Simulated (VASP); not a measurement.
Wanted: the native input for a VASP 6.6.1 run.

| Item | Value |
| --- | --- |
| Task | single point |
| Functional | PBE |
| Potentials or basis | VASP PAW PBE potentials, release 64 (Ta_pv, Al) |
| Cutoff | 520 eV |
| k mesh | 12 × 12 × 8 |
| Occupations | gaussian, width 0.1 eV |
| Spin | no spin polarisation |
| Dipole correction | no |
| Further INCAR settings | ALGO = Fast; EDIFF = 1e-06; NBANDS = 24 |

The structure of Ta2Al3 lies in POSCAR:

```
Ta2Al3
1.0
    4.5225995465      0.0000000000      0.0000000000
   -2.2612997733      3.9166860984      0.0000000000
    0.0000000000      0.0000000000      5.5464181355
Ta Al
2 3
Direct
    0.6666666667      0.3333333333      0.8850175436
    0.3333333333      0.6666666667      0.1149824564
    0.6666666667      0.3333333333      0.3827250545
    0.3333333333      0.6666666667      0.6172749455
    0.0000000000      0.0000000000      0.0000000000
```

The cell was generated, and may not be a known phase.

These files were run (other wordings do the same):

INCAR

```
PREC = Accurate ; ENCUT = 520
EDIFF = 1E-6 ; ISMEAR = 0
SIGMA = 0.1 ; LREAL = F
LASPH = T ; NELM = 60
ALGO = Fast ; ISIF = 2
LWAVE = F ; LCHARG = F
GGA = PE ; NBANDS = 24
```

KPOINTS

```
Automatic mesh
0
Gamma
  12 12 8
```

Potentials or basis: VASP PAW PBE potentials, release 64 (Ta_pv, Al).

Run with:

```bash
$ cat potpaw_PBE.64/Ta_pv/POTCAR potpaw_PBE.64/Al/POTCAR > POTCAR
$ mpirun -np 1 vasp_std > vasp.out
```

It gave:

* Pressure: 0.0 GPa
* Band gap on the k mesh: zero (an odd number of electrons rules out a gap without spin polarisation)

Caveat: spin-orbit coupling is left out, which moves the levels of the heavy elements.

Wall time 3.5 min on 1 thread of AMD EPYC 9R45 96-Core Processor (Zen 5) (shared host), peak memory 0.38 GiB.
